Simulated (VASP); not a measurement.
Set up this calculation in VASP 6.6.1, as the native input.

```
Task                   : electric field gradients
Functional             : PBE
Potentials or basis    : VASP PAW PBE potentials, release 64 (Pb_d, S)
Cutoff                 : 520 eV
k mesh                 : 7 × 7 × 3
Occupations            : fermi-dirac, width 0.01 eV
Spin                   : no spin polarisation
Dipole correction      : no
Further INCAR settings : ALGO = Normal; EDIFF = 1e-08; NBANDS = 28
```

The structure of PbS lies in POSCAR:

```
PbS
1.0
    2.9981715043     -2.9568771850      0.0000000000
    2.9981715043      2.9568771850      0.0000000000
   -1.1012328289      0.0000000000     11.9389422255
Pb S
2 2
Direct
    0.7756000000      0.7756000000      0.6363800000
    0.2244000000      0.2244000000      0.3636200000
    0.2684000000      0.2684000000      0.5986000000
    0.7316000000      0.7316000000      0.4014000000
```

These files were run (other wordings do the same):

INCAR

```
SYSTEM = PbS
PREC = Accurate
ENCUT = 520
EDIFF = 1E-8
ISMEAR = -1
SIGMA = 0.01
LREAL = .FALSE.
LASPH = .TRUE.
NELM = 80
ALGO = Normal
ISIF = 2
LWAVE = .FALSE.
LCHARG = .FALSE.
GGA = PE
LEFG = .TRUE.
NBANDS = 28
```

KPOINTS

```
regular mesh
0
G
  7 7 3
  0 0 0
```

Potentials or basis: VASP PAW PBE potentials, release 64 (Pb_d, S).

Launch:

```sh
$ cat potpaw_PBE.64/Pb_d/POTCAR potpaw_PBE.64/S/POTCAR > POTCAR
$ mpirun -np 1 vasp_std > vasp.out
```

It gave:

| Item | Value |
| --- | --- |
| Largest force | 0.779 eV/Å |
| Band gap on the k mesh | 1.35 eV |
| Largest electric field gradient by atom | Pb -125.6; S +2.2 V/Å² |

Caveat: there is no dipole correction, which matters where the two faces differ; without QUAD_EFG the Cq values of the log hold for a quadrupole moment of 1 mb, not for the nuclei; spin-orbit coupling is left out, which moves the levels of the heavy elements.

Run time: 7.5 min on 1 thread of Intel Xeon 8259CL, with other jobs on the host, peak memory 0.42 GiB.
